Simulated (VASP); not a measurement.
Here is a VASP 6.6.1 calculation.

INCAR

```
PREC = Accurate
ENCUT = 600
EDIFF = 1E-6
ISMEAR = 0
SIGMA = 0.02
LREAL = F
LASPH = T
NELM = 120
ALGO = Normal
ISIF = 2
LWAVE = F
LCHARG = F
GGA = PS
NBANDS = 11
GGA_COMPAT = F
```

The input KPOINTS:

```
Automatic mesh
0
Gamma
  8 8 8
```

The input POSCAR:

```
AlN
1.0
    0.0000000000      2.1886332073      2.1886332073
    2.1886332073      0.0000000000      2.1886332073
    2.1886332073      2.1886332073      0.0000000000
Al N
1 1
Direct
    0.0000000000      0.0000000000      0.0000000000
    0.2500000000      0.2500000000      0.2500000000
```

Potentials or basis: VASP PAW PBE potentials, release 64 (Al, N).

The run is started by

```bash
$ cat potpaw_PBE.64/Al/POTCAR potpaw_PBE.64/N/POTCAR > POTCAR
$ mpirun -np 1 vasp_std > vasp.out
```

Predict the pressure.

-0.1 GPa.

Predict the band gap on the k mesh.

3.18 eV, indirect (least direct gap 4.08 eV).

Caveat: the PAW data sets were made with another functional, which shifts forces and pressure a little. A k mesh can miss the band edges.
